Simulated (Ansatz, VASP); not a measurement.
**Te in VASP and in Ansatz**

```xyz
4
Lattice="4.0204 0.0000 0.0000 -2.0102 3.4818 0.0000 0.0000 0.0000 8.5687" Properties=species:S:1:pos:R:3 pbc="T T T"
Te    4.0204    0.0000    0.0000
Te    4.0204    0.0000    4.2843
Te    0.0000    2.3212    2.1422
Te    2.0102    1.1606    6.4265
```

Alike in both runs: functional PBEsol; k mesh 11 × 11 × 3; occupations fermi-dirac, width 0.1 eV; no spin polarisation.

Ansatz relaxed the structure, and its values are those at the end. VASP's run is a single point on that final structure, the one shown.

|  | VASP | Ansatz |
| --- | --- | --- |
| version | VASP 6.6.1 | Ansatz 0.2.0 |
| potentials or method | VASP PAW PBE potentials, release 64 (Te), cutoff 520 eV | plane waves (420 eV) with PAW, scalar-relativistic |
| valence electrons in the cell | 24 | 64 |

|  | VASP | Ansatz | Ansatz less VASP |
| --- | --- | --- | --- |
| pressure (GPa) | 0.0 | 0.0 | -0.03 |

VASP's potentials were made for PBE, not for PBEsol, and Ansatz warns of the same on its side. VASP's potentials hold 24 valence electrons a cell and Ansatz's 64, so a difference there can come from the potentials and not from the codes.

Neither program's run includes spin-orbit coupling.
